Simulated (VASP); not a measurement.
Input of a VASP 6.6.1 run:

The input INCAR:

```
SYSTEM = HfSn2S6
PREC = Accurate
ENCUT = 520
EDIFF = 1E-6
ISMEAR = 0
SIGMA = 0.1
LREAL = .False.
LASPH = .True.
NELM = 60
ALGO = Normal
ISIF = 2
LWAVE = .False.
LCHARG = .False.
GGA = PE
NBANDS = 47
```

File KPOINTS:

```
regular mesh
0
Gamma
  6 6 1
  0 0 0
```

POSCAR

```
HfSn2S6
1.0
    3.6843342000      0.0000000000      0.0000000000
   -1.8421671000      3.1907270000      0.0000000000
    0.0000000000      0.0000000000     20.4166465000
Hf Sn S
1 2 6
Direct
    0.0000000000      0.0000000000      0.0000000000
    0.0000000000      0.0000000000      0.6681740000
    0.0000000000      0.0000000000      0.3318260000
    0.3333333000      0.6666667000      0.7409120000
    0.3333333000      0.6666667000      0.0701020000
    0.3333333000      0.6666667000      0.4045610000
    0.6666667000      0.3333333000      0.9298980000
    0.6666667000      0.3333333000      0.2590880000
    0.6666667000      0.3333333000      0.5954390000
```

Potentials or basis: VASP PAW PBE potentials, release 64 (Hf_pv, Sn_d, S).

Run with:

```bash
$ cat potpaw_PBE.64/Hf_pv/POTCAR potpaw_PBE.64/Sn_d/POTCAR potpaw_PBE.64/S/POTCAR > POTCAR
$ mpirun -np 1 vasp_std > vasp.out
```

(1) Predict the largest force.

(2) Estimate the band gap on the k mesh.

(3) Predict the pressure.

Results:

(1) 0.071 eV/Å.

(2) 1.24 eV, indirect (least direct gap 1.78 eV).

(3) -0.2 GPa.

Caveat: spin-orbit coupling is left out, which moves the levels of the heavy elements; this functional lacks dispersion, which binds the layers, so the pressure and a relaxed spacing across them are unreliable.
